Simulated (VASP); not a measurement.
A run of VASP 6.6.1:

File POSCAR:

```
Si
1.0
    2.6205428149      0.0000000000      0.0000000000
   -1.3102714075      2.2694566494      0.0000000000
    0.0000000000      0.0000000000      2.3923637583
Si
1
Direct
    0.0000000000      0.0000000000      0.0000000000
```

File INCAR.step1:

```
SYSTEM = Si
PREC = Accurate ; ENCUT = 520
ISMEAR = 0 ; SIGMA = 0.15
LREAL = .FALSE. ; LASPH = .TRUE.
NELM = 60 ; NBANDS = 8
GGA = PE ; ALGO = Normal
EDIFF = 1E-4 ; LWAVE = .TRUE.
LCHARG = .FALSE.
```

Contents of INCAR.step2:

```
SYSTEM = Si
PREC = Accurate ; ENCUT = 520
EDIFF = 1E-6 ; ISMEAR = 0
SIGMA = 0.15 ; LREAL = .FALSE.
LASPH = .TRUE. ; NELM = 60
ALGO = Normal ; ISIF = 2
LWAVE = .FALSE. ; LCHARG = .FALSE.
METAGGA = R2SCAN ; LMIXTAU = .TRUE.
NBANDS = 8 ; ISTART = 1
```

KPOINTS

```
regular mesh
0
G
  24 24 20
  0 0 0
```

Potentials or basis: VASP PAW PBE potentials, release 64 (Si).

The run is started by

```console
$ cat potpaw_PBE.64/Si/POTCAR > POTCAR
$ cp INCAR.step1 INCAR
$ mpirun -np 1 vasp_std > vasp.out
$ cp INCAR.step2 INCAR
$ mpirun -np 1 vasp_std > vasp.out
```

Hardware: 1 thread of Intel(R) Xeon(R) Platinum 8488C (Sapphire Rapids), with other jobs on the host.

Problem. Estimate the wall time of this run.

Solution. It took 2.1 min on 1 thread of Intel(R) Xeon(R) Platinum 8488C (Sapphire Rapids), with other jobs on the host, peak memory 0.17 GiB. Counts: k points 671.
